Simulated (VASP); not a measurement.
Here is a VASP 6.6.1 calculation.

POSCAR

```
Ge
1.0
    0.0000000000      2.8360149687      2.8360149687
    2.8360149687      0.0000000000      2.8360149687
    2.8360149687      2.8360149687      0.0000000000
Ge
2
Direct
    0.5000000000      0.5000000000      0.5000000000
    0.7500000000      0.7500000000      0.7500000000
```

INCAR.step1

```
PREC     = Accurate       # precision mode
ENCUT    = 520            # plane-wave cutoff, eV
ISMEAR   = 1              # smearing method
SIGMA    = 0.01           # smearing width, eV
LREAL    = F              # projectors in reciprocal space
LASPH    = T              # aspherical terms in the spheres
NELM     = 80             # most SCF steps
NBANDS   = 21             # bands
GGA      = PE             # functional
ALGO     = Normal         # electronic algorithm
EDIFF    = 1E-4           # SCF threshold, eV
LWAVE    = T              # write WAVECAR
LCHARG   = F              # write CHGCAR
```

The input INCAR.step2:

```
PREC     = Accurate       # precision mode
ENCUT    = 520            # plane-wave cutoff, eV
EDIFF    = 1E-6           # SCF threshold, eV
ISMEAR   = 1              # smearing method
SIGMA    = 0.01           # smearing width, eV
LREAL    = F              # projectors in reciprocal space
LASPH    = T              # aspherical terms in the spheres
NELM     = 80             # most SCF steps
ALGO     = Normal         # electronic algorithm
ISIF     = 2              # what is computed and relaxed
LWAVE    = F              # write WAVECAR
LCHARG   = F              # write CHGCAR
METAGGA  = R2SCAN         # meta-GGA
LMIXTAU  = T            
NBANDS   = 21             # bands
ISTART   = 1
```

File KPOINTS:

```
Automatic mesh
0
Gamma
  10 10 10
```

Potentials or basis: VASP PAW PBE potentials, release 64 (Ge_d).

Command:

```bash
$ cat potpaw_PBE.64/Ge_d/POTCAR > POTCAR
$ cp INCAR.step1 INCAR
$ mpirun -np 1 vasp_std > vasp.out
$ cp INCAR.step2 INCAR
$ mpirun -np 1 vasp_std > vasp.out
```

Question: Predict the pressure.

Answer: 0.1 GPa.

Question: What does it give for the band gap on the k mesh?

Answer: 0.33 eV.

Caveat: the PAW data sets were made with another functional, which shifts forces and pressure a little. A k mesh can miss the band edges.
